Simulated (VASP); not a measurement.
# InP (zincblende type) (F-43m) in VASP: a series of runs

InP (zincblende type) is run at these levels: PBE; tasks: single point.

All numbers are computed with VASP 6.6.1; they aren't measurements. Logs are shortened: lines on timing, memory, paths and dates and some standing lists are left out, and cuts for length are marked.

## (1) The cell of the first run

The structure is cubic, space group F-43m (No. 216). Conventional cell: a = 5.960 Å, b = 5.960 Å, c = 5.960 Å, α = 90.00°, β = 90.00°, γ = 90.00°. Within 3.4 Å of In (site symmetry -43m) lie 4 P at 2.58 Å. Within 3.4 Å of P (site symmetry -43m) lie 4 In at 2.58 Å.

## (2) Single point, PBE

Input file INCAR:

```
SYSTEM = InP
PREC = Accurate
ENCUT = 520
EDIFF = 1E-6
ISMEAR = -1
SIGMA = 0.08
LREAL = .False.
LASPH = .True.
NELM = 80
ALGO = Normal
ISIF = 2
LWAVE = .False.
LCHARG = .False.
GGA = PE
NBANDS = 16
```

Input file KPOINTS:

```
regular mesh
0
Gamma
  12 12 12
  0 0 0
```

Input file POSCAR:

```
InP
1.0
    0.0000000000      2.9798790903      2.9798790903
    2.9798790903      0.0000000000      2.9798790903
    2.9798790903      2.9798790903      0.0000000000
In P
1 1
Direct
    0.0000000000      0.0000000000      0.0000000000
    0.2500000000      0.2500000000      0.2500000000
```

Potentials or basis: VASP PAW PBE potentials, release 64 (In_d, P).

Command:

```bash
$ cat potpaw_PBE.64/In_d/POTCAR potpaw_PBE.64/P/POTCAR > POTCAR
$ mpirun -np 1 vasp_std > vasp.out
```

OUTCAR:

```text
SYSTEM = InP
   PREC = Accurate
   ENCUT = 520
   EDIFF = 1E-6
   ISMEAR = -1
   LREAL = .False.
   LASPH = .True.
   NELM = 80
   ISIF = 2
   GGA = PE

 ion  position               nearest neighbor table
   1  0.000  0.000  0.000-   2 2.58   2 2.58   2 2.58   2 2.58
   2  0.250  0.250  0.250-   1 2.58   1 2.58   1 2.58   1 2.58

  LATTYP: Found a face centered cubic cell.
 ALAT       =     5.9597581806

  Lattice vectors:

 A1 = (   0.0000000000,   2.9798790903,   2.9798790903)
 A2 = (   2.9798790903,   0.0000000000,   2.9798790903)
 A3 = (   2.9798790903,   2.9798790903,   0.0000000000)

Analysis of symmetry for initial positions (statically):
=====================================================================
 Subroutine PRICEL returns:
 Original cell was already a primitive cell.

 Routine SETGRP: Setting up the symmetry group for a
 face centered cubic supercell.

 Subroutine GETGRP returns: Found 24 space group operations
 (whereof 24 operations were pure point group operations)
 out of a pool of 48 trial point group operations.

The static configuration has the point symmetry T_d .

Analysis of symmetry for dynamics (positions and initial velocities):
=====================================================================
 Subroutine PRICEL returns:
 Original cell was already a primitive cell.

 Routine SETGRP: Setting up the symmetry group for a
 face centered cubic supercell.

 Subroutine GETGRP returns: Found 24 space group operations
 (whereof 24 operations were pure point group operations)
 out of a pool of 48 trial point group operations.

The dynamic configuration has the point symmetry T_d .

 Subroutine INISYM returns: Found 24 space group operations
 (whereof 24 operations are pure point group operations),
 and found     1 'primitive' translations

----------------------------------------------------------------------------------------

                                     Primitive cell

  volume of cell :      52.9207

  direct lattice vectors                    reciprocal lattice vectors
     0.000000000  2.979879090  2.979879090    -0.167792043  0.167792043  0.167792043
     2.979879090  0.000000000  2.979879090     0.167792043 -0.167792043  0.167792043
     2.979879090  2.979879090  0.000000000     0.167792043  0.167792043 -0.167792043

  length of vectors
     4.214185424  4.214185424  4.214185424     0.290624343  0.290624343  0.290624343

  position of ions in fractional coordinates (direct lattice)
     0.000000000  0.000000000  0.000000000
     0.250000000  0.250000000  0.250000000

  ion indices of the primitive-cell ions
   primitive index   ion index
                 1           1
                 2           2

----------------------------------------------------------------------------------------

 KPOINTS: regular mesh

Automatic generation of k-mesh.
 Grid dimensions read from file:
 generate k-points for:   12   12   12

 Generating k-lattice:

  Cartesian coordinates                     Fractional coordinates (reciprocal lattice)
    -0.013982670  0.013982670  0.013982670     0.083333333  0.000000000  0.000000000
     0.013982670 -0.013982670  0.013982670     0.000000000  0.083333333  0.000000000
     0.013982670  0.013982670 -0.013982670     0.000000000  0.000000000  0.083333333

  Length of vectors
     0.024218695  0.024218695  0.024218695

  Shift w.r.t. Gamma in fractional coordinates (k-lattice)
     0.000000000  0.000000000  0.000000000

 Subroutine IBZKPT returns following result:
 ===========================================

 Found     72 irreducible k-points:

 Following reciprocal coordinates:
            Coordinates               Weight
  0.000000  0.000000  0.000000      1.000000
  0.083333  0.000000  0.000000      8.000000
  0.166667  0.000000  0.000000      8.000000
  0.250000  0.000000  0.000000      8.000000
  0.333333  0.000000  0.000000      8.000000
  0.416667  0.000000  0.000000      8.000000
[... 16 lines left out ...]
  0.500000  0.166667  0.000000     24.000000
 -0.416667  0.166667  0.000000     24.000000
 [... further k-points ...]
   k-points           NKPTS =     72   k-points in BZ     NKDIM =     72   number of bands    NBANDS=     16
   number of dos      NEDOS =    301   number of ions     NIONS =      2
   total plane-waves  NPLWV =  32768
   dimension x,y,z NGX =    32 NGY =   32 NGZ =   32
   dimension x,y,z NGXF=    64 NGYF=   64 NGZF=   64
   ions per type =               1   1
   NGX,Y,Z   is equivalent  to a cutoff of  12.62, 12.62, 12.62 a.u.
   NGXF,Y,Z  is equivalent  to a cutoff of  25.25, 25.25, 25.25 a.u.
 SYSTEM =  InP
   PREC   = accura    normal or accurate (medium, high low for compatibility)
   ISTART =      0    job   : 0-new  1-cont  2-samecut
   ICHARG =      2    charge: 1-file 2-atom 10-const
   ISPIN  =      1    spin polarized calculation?
   LNONCOLLINEAR =      F non collinear calculations
   LSORBIT =      F    spin-orbit coupling
   LASPH  =      T    aspherical Exc in radial PAW
   ENCUT  =  520.0 eV  38.22 Ry    6.18 a.u.   7.84  7.84  7.84*2*pi/ulx,y,z
   NELM   =     80;   NELMIN=  2; NELMDL= -5     # of ELM steps
   EDIFF  = 0.1E-05   stopping-criterion for ELM
   LREAL  =      F    real-space projection
[... 7 lines left out ...]
   TEBEG  =    0.0;   TEEND  =   0.0 temperature during run
   PSTRESS=    0.0 pullay stress
   NELECT =      18.0000    total number of electrons
   NUPDOWN=      -1.0000    fix difference up-down
   EMIN   =  10.00;   EMAX   =-10.00  energy-range for DOS
   EFERMI =   0.00;   METHOD = LEGACY
   ISMEAR =    -1;   SIGMA  =   0.08  broadening in eV -4-tet -1-fermi 0-gaus
   EFERMI_NEDOS =   21; number of points for ismear=-14 and -15
   IALGO  =     38    algorithm
   IMIX   =      4    mixing-type and parameters
     AMIX     =   0.40;   BMIX     =  1.00
     AMIX_MAG =   1.60;   BMIX_MAG =  1.00
  volume/ion in A,a.u.               =      26.46       178.56
  Fermi-wavevector in a.u.,A,eV,Ry     =   1.142765  2.159513 17.768017  1.305912
  Thomas-Fermi vector in A             =   2.279462
   LORBIT       =      0    0 simple, 1 ext, 2 COOP (PROOUT), +10 PAW based schemes
   GGA     = PE    functional components
   LHFCALC =     F    Hartree Fock is set to
   AEXX    =    0.0000 exact exchange contribution
   IVDW    =     0    specifies the selected vdW correction
   LEPSILON=     F    determine dielectric tensor
   LRPA    =     F    only Hartree local field effects (RPA)
 non-spin polarized calculation
  energy-cutoff  :      520.00
  volume of cell :       52.92
 maximum number of plane-waves:      1458
   NGX = 15   NGY = 15   NGZ = 15

 number of electron      18.0000005 magnetization

 Free energy of the ion-electron system (eV)
  ---------------------------------------------------
  ext. energy  EPLUGINS =         0.00000000
  ---------------------------------------------------
  free energy    TOTEN  =        -8.40845025 eV

  energy without entropy =       -8.40826699  energy(sigma->0) =       -8.40835862

 E-fermi :   4.9921     XC(G=0):  -9.0632

 val. band max:        4.6540972971   @ k =   0.0000   0.0000   0.0000
 cond. band min:       5.0928232552   @ k =   0.0000   0.0000   0.0000
 fundamental gap:      0.4387259581
 Fermi energy:         4.9921330695

 k-point     1 :       0.0000    0.0000    0.0000
  band No.  band energies     occupation
      1      -9.4393      2.00000
      2      -9.4393      2.00000
      3      -9.4393      2.00000
      4      -9.3108      2.00000
      5      -9.3108      2.00000
      6      -6.5316      2.00000
[... 8 lines left out ...]
     15      14.0235      0.00000
     16      14.0235      0.00000

 k-point     2 :       0.0833    0.0000    0.0000
  band No.  band energies     occupation
      1      -9.4463      2.00000
      2      -9.4364      2.00000
      3      -9.4364      2.00000
      4      -9.3108      2.00000
      5      -9.3108      2.00000
      6      -6.4579      2.00000
[... 8 lines left out ...]
     15      13.6637      0.00000
     16      13.6637      0.00000

 k-point     3 :       0.1667    0.0000    0.0000
  band No.  band energies     occupation
      1      -9.4649      2.00000
      2      -9.4288      2.00000
      3      -9.4288      2.00000
      4      -9.3103      2.00000
      5      -9.3103      2.00000
      6      -6.2431      2.00000
[... 8 lines left out ...]
     15      13.2325      0.00000
     16      13.9656      0.00000

 k-point     4 :       0.2500    0.0000    0.0000
  band No.  band energies     occupation
      1      -9.4895      2.00000
      2      -9.4197      2.00000
      3      -9.4197      2.00000
      4      -9.3084      2.00000
      5      -9.3084      2.00000
      6      -5.9091      2.00000
[... 8 lines left out ...]
     15      13.1965      0.00000
     16      13.6882      0.00000

 k-point     5 :       0.3333    0.0000    0.0000
  band No.  band energies     occupation
      1      -9.5133      2.00000
      2      -9.4122      2.00000
      3      -9.4121      2.00000
      4      -9.3049      2.00000
      5      -9.3049      2.00000
      6      -5.5041      2.00000
[... 8 lines left out ...]
     15      13.6784      0.00000
     16      13.6784      0.00000

 k-point     6 :       0.4167    0.0000    0.0000
  band No.  band energies     occupation
      1      -9.5303      2.00000
      2      -9.4078      2.00000
      3      -9.4078      2.00000
      4      -9.3010      2.00000
      5      -9.3010      2.00000
      6      -5.1311      2.00000
[... 8 lines left out ...]
     15      14.5346      0.00000
     16      14.5346      0.00000
[... 267 lines left out ...]
 k-point    21 :       0.3333    0.1667    0.0000
  band No.  band energies     occupation
      1      -9.5222      2.00000
      2      -9.4031      2.00000
      3      -9.3988      2.00000
      4      -9.3232      2.00000
      5      -9.2970      2.00000
      6      -5.5499      2.00000
[... 8 lines left out ...]
     15      14.5333      0.00000
     16      15.2559      0.00000

 k-point    22 :       0.4167    0.1667    0.0000
  band No.  band energies     occupation
      1      -9.5365      2.00000
      2      -9.4000      2.00000
      3      -9.3932      2.00000
      4      -9.3197      2.00000
      5      -9.2953      2.00000
      6      -5.1606      2.00000
[... 8 lines left out ...]
     15      15.1095      0.00000
     16      15.1426      0.00000

 k-point    23 :       0.5000    0.1667    0.0000
  band No.  band energies     occupation
      1      -9.5439      2.00000
      2      -9.3994      2.00000
      3      -9.3913      2.00000
      4      -9.3138      2.00000
      5      -9.2966      2.00000
      6      -4.8562      2.00000
[... 8 lines left out ...]
     15      15.2265      0.00000
     16      15.4411      0.00000

 k-point    24 :      -0.4167    0.1667    0.0000
  band No.  band energies     occupation
      1      -9.5429      2.00000
      2      -9.4003      2.00000
      3      -9.3928      2.00000
      4      -9.3080      2.00000
      5      -9.3015      2.00000
      6      -4.8070      2.00000
[... 8 lines left out ...]
     15      14.2469      0.00000
     16      15.2632      0.00000

 [... further k-points ...]
[... 5 lines left out ...]
  --------------------------------------------------------------------------------------
  -------------------------------------------------------------------------------------
  Total       -0.0169436     -0.0169436     -0.0169436     -0.0000000      0.0000000      0.0000000
  in kB       -0.5129672     -0.5129672     -0.5129672     -0.0000000      0.0000000      0.0000000
  external PRESSURE =      -0.5129672 kB  Pullay stress =       0.0000000 kB

 VOLUME and BASIS-vectors are now :
 -----------------------------------------------------------------------------
  energy-cutoff  :      520.00
  volume of cell :       52.92
      direct lattice vectors                 reciprocal lattice vectors
     0.000000000  2.979879090  2.979879090    -0.167792043  0.167792043  0.167792043
     2.979879090  0.000000000  2.979879090     0.167792043 -0.167792043  0.167792043
     2.979879090  2.979879090  0.000000000     0.167792043  0.167792043 -0.167792043

 POSITION                                       TOTAL-FORCE (eV/Angst)
 -----------------------------------------------------------------------------------
      0.00000      0.00000      0.00000        -0.000000      0.000000     -0.000000
      1.48994      1.48994      1.48994         0.000000     -0.000000      0.000000
 -----------------------------------------------------------------------------------
    total drift:                               -0.000000     -0.000000     -0.000000

  FREE ENERGIE OF THE ION-ELECTRON SYSTEM (eV)
  ---------------------------------------------------
  free  energy   TOTEN  =        -8.4084502549 eV

  energy  without entropy=       -8.4082669883  energy(sigma->0) =       -8.40835862
```

Wall time 45 s (1 thread of AMD EPYC 7R43 (Zen 3), shared host); peak memory 0.18 GiB.

Results:

```
Free energy            : -8.4085 eV
Pressure               : -0.1 GPa
Band gap on the k mesh : 0.44 eV, direct
```

Levels at points of the mesh, in eV from the valence-band top:
```tsv
k point	band 6	band 7	band 8	band 9	band 10	band 11	band 12	band 13
(0.00, 0.00, 0.00)	-11.19	0.00	0.00	0.00	0.44	4.09	4.09	4.09
(0.50, 0.00, 0.00)	-9.62	-5.47	-0.90	-0.90	1.38	4.80	4.80	6.99
(0.50, 0.50, 0.00)	-9.02	-5.54	-2.16	-2.16	1.85	2.26	8.91	9.26
```

Caveat: spin-orbit coupling is left out, which moves the levels of the heavy elements. A hybrid or GW would open this gap; PBE tends to underestimate it.

## (3) Single point, PBE, non-collinear spin, zero start, spin-orbit coupling

Input file INCAR:

```
SYSTEM = InP
PREC     = Accurate       ! precision mode
ENCUT    = 520            ! plane-wave cutoff, eV
EDIFF    = 1E-6           ! SCF threshold, eV
ISMEAR   = -1             ! smearing method
SIGMA    = 0.08           ! smearing width, eV
LREAL    = .False.        ! projectors in reciprocal space
LASPH    = .True.         ! aspherical terms in the spheres
NELM     = 150            ! most SCF steps
ALGO     = Normal         ! electronic algorithm
ISIF     = 2              ! what is computed and relaxed
LWAVE    = .False.        ! write WAVECAR
LCHARG   = .True.         ! write CHGCAR
LNONCOLLINEAR= .True.         ! non-collinear magnetism
MAGMOM   = 0 0 0 0 0 0    ! initial moments
LORBIT   = 11             ! projections on sites
LSORBIT  = .True.         ! spin-orbit coupling
GGA_COMPAT= .False.      
LORBMOM  = .True.       
GGA      = PE             ! functional
LVHAR    = .True.       
NBANDS   = 30             ! bands
```

Input file KPOINTS:

```
Automatic mesh
0
Gamma
  12 12 12
  0 0 0
```

POSCAR is that of step 2.

Potentials or basis: VASP PAW PBE potentials, release 64 (In_d, P).

Command:

```bash
$ cat potpaw_PBE.64/In_d/POTCAR potpaw_PBE.64/P/POTCAR > POTCAR
$ mpirun -np 1 vasp_ncl > vasp.out
```

Run time: 8.7 min. Hardware: 1 thread of AMD EPYC 7R43 (Zen 3), shared host; peak memory 0.43 GiB.

Results (log left out):

```yaml
Free_energy: -8.4438 eV
Pressure: -0.1 GPa
Net_moment: 0.00 μB per cell
Valence_electrons_inside_the_program's_atomic_spheres: In 11.44; P 2.50
```

Moments on the atoms (μB; x, y, z):
```
In  0.00 0.00 0.00
P   0.00 0.00 0.00
```
